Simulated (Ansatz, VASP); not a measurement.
## Mg2O: VASP beside Ansatz

```
Mg O
1.0
     0.00000    3.74733    3.74733
     3.74733    0.00000    3.74733
     3.74733    3.74733    0.00000
Mg O
4 2
Direct
  0.62500 0.62500 0.62500
  0.62500 0.62500 0.12500
  0.62500 0.12500 0.62500
  0.12500 0.62500 0.62500
  0.00000 0.00000 0.00000
  0.25000 0.25000 0.25000
```

Alike in both runs: task relaxation of cell and atoms; functional PBE; k mesh 4 × 4 × 4; occupations gaussian, width 0.2 eV; no spin polarisation.

```csv
,VASP,Ansatz
version,VASP 6.6.1,Ansatz 0.2.0
potentials or method,"VASP PAW PBE potentials, release 64 (Mg, O), cutoff 600 eV","scalar-relativistic, plane waves, PAW"
valence electrons in the cell,20,52
```

|  | VASP | Ansatz | Ansatz less VASP |
| --- | --- | --- | --- |
| gap on the k mesh at the Fermi level, each at its own relaxed structure (eV) | 1.26 | 1.26 | +0.001 |
| relaxed volume (Å³/atom) | 17.54 | 17.54 | 0.000 |
| relaxed cell length with the largest relative difference (Å) | 5.300 | 5.300 | 0.0000 |

VASP's potentials hold 20 valence electrons a cell and Ansatz's 52, so a difference there can come from the potentials and not from the codes.

Noted on VASP's run: the relaxation stopped at its first step, so nothing moved.
